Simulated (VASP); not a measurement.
Set up this calculation in VASP 6.6.1, as the native input.

```yaml
Task: single point
Functional: PBE
Potentials_or_basis: VASP PAW PBE potentials, release 64 (Cd, S)
Cutoff: 520 eV
k_mesh: 12 × 12 × 12
Occupations: gaussian, width 0.02 eV
Spin: no spin polarisation
Dipole_correction: no
Further_INCAR_settings: ALGO = Normal; EDIFF = 1e-06; NBANDS = 16
```

The structure of CdS (Hawleyite) lies in POSCAR:

```
CdS
1.0
    0.0000000000      2.9165000000      2.9165000000
    2.9165000000      0.0000000000      2.9165000000
    2.9165000000      2.9165000000      0.0000000000
Cd S
1 1
Direct
    0.0171438368      0.0171438368     -0.0171438368
    0.7500000000      0.7500000000      0.7500000000
```

These files were run (other wordings do the same):

INCAR

```
PREC = Accurate
ENCUT = 520
EDIFF = 1E-6
ISMEAR = 0
SIGMA = 0.02
LREAL = F
LASPH = T
NELM = 100
ALGO = Normal
ISIF = 2
LWAVE = F
LCHARG = F
GGA = PE
NBANDS = 16
```

KPOINTS

```
Automatic mesh
0
Gamma
  12 12 12
```

Potentials or basis: VASP PAW PBE potentials, release 64 (Cd, S).

Launch:

```sh
$ cat potpaw_PBE.64/Cd/POTCAR potpaw_PBE.64/S/POTCAR > POTCAR
$ mpirun -np 1 vasp_std > vasp.out
```

It gave:

The pressure is 3.5 GPa and the largest force is 0.521 eV/Å. The band gap on the k mesh is 1.14 eV, direct.

Run time: 110 s on 1 thread of AMD EPYC 9R45 96-Core Processor (Zen 5) (shared host), peak memory 0.31 GiB.
